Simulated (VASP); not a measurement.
# AgI (zincblende type) (F-43m) in VASP: further runs

AgI (zincblende type) is run at these levels: PBEsol; tasks: single point.

Everything below comes from runs of VASP 6.6.1. Logs are shortened: lines on timing, memory, paths and dates and some standing lists are left out, and cuts for length are marked.

### Step 1. The cell of the first run

It takes space group F-43m (No. 216, cubic). Conventional cell: a = 5.990 Å, b = 5.990 Å, c = 5.990 Å, α = 90.00°, β = 90.00°, γ = 90.00°. Ag (site symmetry -43m) has 4 I at 2.59 Å within 3.4 Å. Within 3.4 Å of I (site symmetry -43m) lie 4 Ag at 2.59 Å.

### Step 2. Single point, PBEsol (26.86 Å³/atom)

Contents of POSCAR:

```
AgI
1.0
    0.0000000000      2.9948419798      2.9948419798
    2.9948419798      0.0000000000      2.9948419798
    2.9948419798      2.9948419798      0.0000000000
Ag I
1 1
Direct
    0.0000000000      0.0000000000      0.0000000000
    0.2500000000      0.2500000000      0.2500000000
```

Contents of INCAR.step1:

```
SYSTEM = AgI
PREC = Accurate
ENCUT = 400
EDIFF = 1E-6
ISMEAR = -1
SIGMA = 0.05
LREAL = .FALSE.
LASPH = .TRUE.
NELM = 120
ALGO = Normal
ISIF = 2
LWAVE = .FALSE.
LCHARG = .TRUE.
LMAXMIX = 4
GGA = PS
NBANDS = 16
GGA_COMPAT = .FALSE.
NEDOS = 2001
LORBIT = 11
```

Contents of KPOINTS.step1:

```
Automatic mesh
0
G
  12 12 12
  0 0 0
```

Contents of INCAR.step2:

```
SYSTEM = AgI
PREC = Accurate
ENCUT = 400
EDIFF = 1E-6
ISMEAR = -5
SIGMA = 0.05
LREAL = .FALSE.
LASPH = .TRUE.
NELM = 120
ALGO = Normal
ISIF = 2
LWAVE = .FALSE.
LCHARG = .FALSE.
LMAXMIX = 4
GGA = PS
LORBIT = 10
NBANDS = 16
NEDOS = 2001
ICHARG = 11
GGA_COMPAT = .FALSE.
```

Contents of KPOINTS.step2:

```
Automatic mesh
0
G
  18 18 18
  0 0 0
```

Potentials or basis: VASP PAW PBE potentials, release 64 (Ag, I).

The run is started by

```sh
$ cat potpaw_PBE.64/Ag/POTCAR potpaw_PBE.64/I/POTCAR > POTCAR
$ cp INCAR.step1 INCAR
$ cp KPOINTS.step1 KPOINTS
$ mpirun -np 1 vasp_std > vasp.out
$ cp INCAR.step2 INCAR
$ cp KPOINTS.step2 KPOINTS
$ mpirun -np 1 vasp_std > vasp.out
```

OUTCAR:

```text
SYSTEM = AgI
   PREC = Accurate
   ENCUT = 400
   EDIFF = 1E-6
   ISMEAR = -5
   LREAL = .FALSE.
   LASPH = .TRUE.
   NELM = 120
   ISIF = 2
   GGA = PS
   LORBIT = 10
   ICHARG = 11

 ion  position               nearest neighbor table
   1  0.000  0.000  0.000-   2 2.59   2 2.59   2 2.59   2 2.59
   2  0.250  0.250  0.250-   1 2.59   1 2.59   1 2.59   1 2.59

  LATTYP: Found a face centered cubic cell.
 ALAT       =     5.9896839596

  Lattice vectors:

 A1 = (   0.0000000000,   2.9948419798,   2.9948419798)
 A2 = (   2.9948419798,   0.0000000000,   2.9948419798)
 A3 = (   2.9948419798,   2.9948419798,   0.0000000000)

Analysis of symmetry for initial positions (statically):
=====================================================================
 Subroutine PRICEL returns:
 Original cell was already a primitive cell.

 Routine SETGRP: Setting up the symmetry group for a
 face centered cubic supercell.

 Subroutine GETGRP returns: Found 24 space group operations
 (whereof 24 operations were pure point group operations)
 out of a pool of 48 trial point group operations.

The static configuration has the point symmetry T_d .

Analysis of symmetry for dynamics (positions and initial velocities):
=====================================================================
 Subroutine PRICEL returns:
 Original cell was already a primitive cell.

 Routine SETGRP: Setting up the symmetry group for a
 face centered cubic supercell.

 Subroutine GETGRP returns: Found 24 space group operations
 (whereof 24 operations were pure point group operations)
 out of a pool of 48 trial point group operations.

The dynamic configuration has the point symmetry T_d .

 Subroutine INISYM returns: Found 24 space group operations
 (whereof 24 operations are pure point group operations),
 and found     1 'primitive' translations

----------------------------------------------------------------------------------------

                                     Primitive cell

  volume of cell :      53.7219

  direct lattice vectors                    reciprocal lattice vectors
     0.000000000  2.994841980  2.994841980    -0.166953717  0.166953717  0.166953717
     2.994841980  0.000000000  2.994841980     0.166953717 -0.166953717  0.166953717
     2.994841980  2.994841980  0.000000000     0.166953717  0.166953717 -0.166953717

  length of vectors
     4.235346145  4.235346145  4.235346145     0.289172320  0.289172320  0.289172320

  position of ions in fractional coordinates (direct lattice)
     0.000000000  0.000000000  0.000000000
     0.250000000  0.250000000  0.250000000

  ion indices of the primitive-cell ions
   primitive index   ion index
                 1           1
                 2           2

----------------------------------------------------------------------------------------

 KPOINTS: Automatic mesh

Automatic generation of k-mesh.
 Grid dimensions read from file:
 generate k-points for:   18   18   18

 Generating k-lattice:

  Cartesian coordinates                     Fractional coordinates (reciprocal lattice)
    -0.009275206  0.009275206  0.009275206     0.055555556  0.000000000  0.000000000
     0.009275206 -0.009275206  0.009275206     0.000000000  0.055555556  0.000000000
     0.009275206  0.009275206 -0.009275206     0.000000000  0.000000000  0.055555556

  Length of vectors
     0.016065129  0.016065129  0.016065129

  Shift w.r.t. Gamma in fractional coordinates (k-lattice)
     0.000000000  0.000000000  0.000000000

 TETIRR: Found    806 inequivalent tetrahedra from    34992

 Subroutine IBZKPT returns following result:
 ===========================================

 Found    195 irreducible k-points:

 Following reciprocal coordinates:
            Coordinates               Weight
  0.000000  0.000000  0.000000      1.000000
  0.055556  0.000000  0.000000      8.000000
  0.111111  0.000000  0.000000      8.000000
  0.166667  0.000000  0.000000      8.000000
  0.222222  0.000000  0.000000      8.000000
  0.277778  0.000000  0.000000      8.000000
[... 16 lines left out ...]
 -0.277778  0.055556  0.000000     24.000000
 -0.222222  0.055556  0.000000     24.000000
 [... further k-points ...]
   k-points           NKPTS =    195   k-points in BZ     NKDIM =    195   number of bands    NBANDS=     16
   number of dos      NEDOS =   2001   number of ions     NIONS =      2
   total plane-waves  NPLWV =  21952
   dimension x,y,z NGX =    28 NGY =   28 NGZ =   28
   dimension x,y,z NGXF=    56 NGYF=   56 NGZF=   56
   ions per type =               1   1
   NGX,Y,Z   is equivalent  to a cutoff of  10.99, 10.99, 10.99 a.u.
   NGXF,Y,Z  is equivalent  to a cutoff of  21.98, 21.98, 21.98 a.u.
 SYSTEM =  AgI
   PREC   = accura    normal or accurate (medium, high low for compatibility)
   ISTART =      0    job   : 0-new  1-cont  2-samecut
   ICHARG =     11    charge: 1-file 2-atom 10-const
   ISPIN  =      1    spin polarized calculation?
   LNONCOLLINEAR =      F non collinear calculations
   LSORBIT =      F    spin-orbit coupling
   LASPH  =      T    aspherical Exc in radial PAW
   ENCUT  =  400.0 eV  29.40 Ry    5.42 a.u.   6.91  6.91  6.91*2*pi/ulx,y,z
   NELM   =    120;   NELMIN=  2; NELMDL=  0     # of ELM steps
   EDIFF  = 0.1E-05   stopping-criterion for ELM
   LREAL  =      F    real-space projection
   EDIFFG = 0.1E-04   stopping-criterion for IOM
   NSW    =      0    number of steps for IOM
   IBRION =     -1    ionic relax: 0-MD 1-quasi-New 2-CG
   NFREE  =      0    steps in history (QN), initial steepest desc. (CG)
   ISIF   =      2    stress and relaxation
   ISYM   =      2    0-nonsym 1-usesym 2-fastsym
   POTIM  = 0.5000    time-step for ionic-motion
   TEBEG  =    0.0;   TEEND  =   0.0 temperature during run
   PSTRESS=    0.0 pullay stress
   NELECT =      18.0000    total number of electrons
   NUPDOWN=      -1.0000    fix difference up-down
   EMIN   =  10.00;   EMAX   =-10.00  energy-range for DOS
   EFERMI =   0.00;   METHOD = LEGACY
   ISMEAR =    -5;   SIGMA  =   0.05  broadening in eV -4-tet -1-fermi 0-gaus
   EFERMI_NEDOS =   21; number of points for ismear=-14 and -15
   IALGO  =     38    algorithm
   IMIX   =      4    mixing-type and parameters
     AMIX     =   0.40;   BMIX     =  1.00
     AMIX_MAG =   1.60;   BMIX_MAG =  1.00
  volume/ion in A,a.u.               =      26.86       181.27
  Fermi-wavevector in a.u.,A,eV,Ry     =   1.137056  2.148724 17.590915  1.292896
  Thomas-Fermi vector in A             =   2.273761
   LORBIT       =     10    0 simple, 1 ext, 2 COOP (PROOUT), +10 PAW based schemes
   GGA     = PS    functional components
   LHFCALC =     F    Hartree Fock is set to
   AEXX    =    0.0000 exact exchange contribution
   IVDW    =     0    specifies the selected vdW correction
   LEPSILON=     F    determine dielectric tensor
   LRPA    =     F    only Hartree local field effects (RPA)
 non-spin polarized calculation
 Fermi weights with tetrahedron method with Bloechl corrections
  energy-cutoff  :      400.00
  volume of cell :       53.72
 maximum number of plane-waves:       990

 number of electron      18.0000005 magnetization

 Free energy of the ion-electron system (eV)
  ---------------------------------------------------
  ext. energy  EPLUGINS =         0.00000000
  ---------------------------------------------------
  free energy    TOTEN  =        -5.00170125 eV

  energy without entropy =       -5.00170125  energy(sigma->0) =       -5.00170125

 E-fermi :   6.1313     XC(G=0):  -9.8110

 val. band max:        6.1297446750   @ k =   0.0000   0.0000   0.0000
 cond. band min:       7.3433534857   @ k =   0.0000   0.0000   0.0000
 fundamental gap:      1.2136088107
 Fermi energy:         6.1312816096

 k-point     1 :       0.0000    0.0000    0.0000
  band No.  band energies     occupation
      1      -8.3472      2.00000
      2       0.1310      2.00000
      3       0.1310      2.00000
      4       0.1310      2.00000
      5       1.6835      2.00000
      6       1.6835      2.00000
[... 8 lines left out ...]
     15      16.4033      0.00000
     16      16.4034      0.00000

 k-point     2 :       0.0556    0.0000    0.0000
  band No.  band energies     occupation
      1      -8.3320      2.00000
      2       0.1209      2.00000
      3       0.1390      2.00000
      4       0.1390      2.00000
      5       1.6815      2.00000
      6       1.6815      2.00000
[... 8 lines left out ...]
     15      16.0037      0.00000
     16      16.0037      0.00000

 k-point     3 :       0.1111    0.0000    0.0000
  band No.  band energies     occupation
      1      -8.2876      2.00000
      2       0.0939      2.00000
      3       0.1621      2.00000
      4       0.1621      2.00000
      5       1.6765      2.00000
      6       1.6765      2.00000
[... 8 lines left out ...]
     15      15.5648      0.00000
     16      15.5648      0.00000

 k-point     4 :       0.1667    0.0000    0.0000
  band No.  band energies     occupation
      1      -8.2183      2.00000
      2       0.0589      2.00000
      3       0.1968      2.00000
      4       0.1968      2.00000
      5       1.6716      2.00000
      6       1.6716      2.00000
[... 8 lines left out ...]
     15      15.2769      0.00000
     16      15.5080      0.00000
[... 324 lines left out ...]
 k-point    22 :      -0.3333    0.0556    0.0000
  band No.  band energies     occupation
      1      -7.9046      2.00000
      2       0.0408      2.00000
      3       0.3306      2.00000
      4       0.3328      2.00000
      5       1.6737      2.00000
      6       1.7193      2.00000
[... 8 lines left out ...]
     15      15.5214      0.00000
     16      16.4456      0.00000

 k-point    23 :      -0.2778    0.0556    0.0000
  band No.  band energies     occupation
      1      -7.9932      2.00000
      2       0.0155      2.00000
      3       0.2943      2.00000
      4       0.3033      2.00000
      5       1.6561      2.00000
      6       1.7051      2.00000
[... 8 lines left out ...]
     15      15.2404      0.00000
     16      15.9789      0.00000

 k-point    24 :      -0.2222    0.0556    0.0000
  band No.  band energies     occupation
      1      -8.0885      2.00000
      2       0.0171      2.00000
      3       0.2526      2.00000
      4       0.2660      2.00000
      5       1.6486      2.00000
      6       1.6941      2.00000
[... 8 lines left out ...]
     15      15.2986      0.00000
     16      15.7957      0.00000

 [... further k-points ...]

------------------------ aborting loop because EDIFF is reached ----------------------------------------

  FORCE on cell =-STRESS in cart. coord.  units (eV):
  Direction    XX          YY          ZZ          XY          YZ          ZX
  --------------------------------------------------------------------------------------
  -------------------------------------------------------------------------------------
  Total        4.5597393      4.5597393      4.5597393      0.0000000      0.0000000      0.0000000
  in kB      135.9874600    135.9874600    135.9874600      0.0000000      0.0000000      0.0000000
  external PRESSURE =     135.9874600 kB  Pullay stress =       0.0000000 kB

 VOLUME and BASIS-vectors are now :
 -----------------------------------------------------------------------------
  energy-cutoff  :      400.00
  volume of cell :       53.72
      direct lattice vectors                 reciprocal lattice vectors
     0.000000000  2.994841980  2.994841980    -0.166953717  0.166953717  0.166953717
     2.994841980  0.000000000  2.994841980     0.166953717 -0.166953717  0.166953717
     2.994841980  2.994841980  0.000000000     0.166953717  0.166953717 -0.166953717

 POSITION                                       TOTAL-FORCE (eV/Angst)
 -----------------------------------------------------------------------------------
      0.00000      0.00000      0.00000        -0.000000     -0.000000      0.000000
      1.49742      1.49742      1.49742         0.000000      0.000000     -0.000000
 -----------------------------------------------------------------------------------
    total drift:                                0.000001      0.000001      0.000000

  FREE ENERGIE OF THE ION-ELECTRON SYSTEM (eV)
  ---------------------------------------------------
  free  energy   TOTEN  =        -5.0017012467 eV

  energy  without entropy=       -5.0017012467  energy(sigma->0) =       -5.00170125

 total charge

# of ion       s       p       d       tot
------------------------------------------
    1        0.402   0.399   9.280  10.080
    2        1.493   2.809   0.077   4.379
--------------------------------------------------
tot          1.895   3.208   9.357  14.459
```

It took 41 s on 1 thread of Intel Xeon 6975P-C (Granite Rapids), shared host; peak memory 0.24 GiB.

What came out:

```
Valence electrons inside the program's atomic spheres : Ag 10.08; I 4.38
```

Caveat: the PAW data sets were made with another functional, which shifts forces and pressure a little; spin-orbit coupling is left out, which moves the levels of the heavy elements.

### Step 3. Single point, PBEsol (33.58 Å³/atom)

This run uses another cell than the first one, of 33.58 Å³/atom.

Contents of POSCAR:

```
AgI
1.0
    0.0000000000      3.2260957262      3.2260957262
    3.2260957262      0.0000000000      3.2260957262
    3.2260957262      3.2260957262      0.0000000000
Ag I
1 1
Direct
    0.0000000000      0.0000000000      0.0000000000
    0.2500000000      0.2500000000      0.2500000000
```

Contents of INCAR.step1:

```
SYSTEM = AgI
PREC     = Accurate       ! precision mode
ENCUT    = 400            ! plane-wave cutoff, eV
EDIFF    = 1E-6           ! SCF threshold, eV
ISMEAR   = -1             ! smearing method
SIGMA    = 0.05           ! smearing width, eV
LREAL    = .False.        ! projectors in reciprocal space
LASPH    = .True.         ! aspherical terms in the spheres
NELM     = 120            ! most SCF steps
ALGO     = Normal         ! electronic algorithm
ISIF     = 2              ! what is computed and relaxed
LWAVE    = .False.        ! write WAVECAR
LCHARG   = .True.         ! write CHGCAR
LMAXMIX  = 4              ! l up to which the mixer works
GGA      = PS             ! functional
NBANDS   = 16             ! bands
GGA_COMPAT= .False.      
NEDOS    = 2001           ! points of the DOS
LORBIT   = 11             ! projections on sites
```

Contents of KPOINTS.step1:

```
Automatic mesh
0
Gamma
  12 12 12
  0 0 0
```

Contents of INCAR.step2:

```
SYSTEM = AgI
PREC     = Accurate       ! precision mode
ENCUT    = 400            ! plane-wave cutoff, eV
EDIFF    = 1E-6           ! SCF threshold, eV
ISMEAR   = -5             ! smearing method
SIGMA    = 0.05           ! smearing width, eV
LREAL    = .False.        ! projectors in reciprocal space
LASPH    = .True.         ! aspherical terms in the spheres
NELM     = 120            ! most SCF steps
ALGO     = Normal         ! electronic algorithm
ISIF     = 2              ! what is computed and relaxed
LWAVE    = .False.        ! write WAVECAR
LCHARG   = .False.        ! write CHGCAR
LMAXMIX  = 4              ! l up to which the mixer works
GGA      = PS             ! functional
LORBIT   = 11             ! projections on sites
NEDOS    = 1001           ! points of the DOS
ICHARG   = 11             ! starting density
GGA_COMPAT= .False.
```

Contents of KPOINTS.step2:

```
Automatic mesh
0
Gamma
  18 18 18
  0 0 0
```

Potentials or basis: VASP PAW PBE potentials, release 64 (Ag, I).

The run is started by

```sh
$ cat potpaw_PBE.64/Ag/POTCAR potpaw_PBE.64/I/POTCAR > POTCAR
$ cp INCAR.step1 INCAR
$ cp KPOINTS.step1 KPOINTS
$ mpirun -np 1 vasp_std > vasp.out
$ cp INCAR.step2 INCAR
$ cp KPOINTS.step2 KPOINTS
$ mpirun -np 1 vasp_std > vasp.out
```

Run time: 48 s. Hardware: 1 thread of Intel Xeon 6975P-C (Granite Rapids), shared host; peak memory 0.26 GiB.

The run converged. Its results:

```
Valence electrons inside the program's atomic spheres : Ag 9.84; I 4.28
```

Levels at points of the mesh, in eV from the valence-band top:
```csv
k point,band 5,band 6,band 7,band 8,band 9,band 10,band 11,band 12,band 13
"(0.00, 0.00, 0.00)",-3.17,-3.17,0.00,0.00,0.00,1.20,5.63,5.63,5.63
"(0.50, 0.00, 0.00)",-3.14,-3.14,-3.02,-0.76,-0.76,2.64,6.13,6.13,7.10
"(0.50, 0.50, 0.00)",-3.08,-3.05,-2.70,-1.87,-1.87,3.43,3.75,8.43,9.62
```

Caveat: the PAW data sets were made with another functional, which shifts forces and pressure a little; spin-orbit coupling is left out, which moves the levels of the heavy elements.
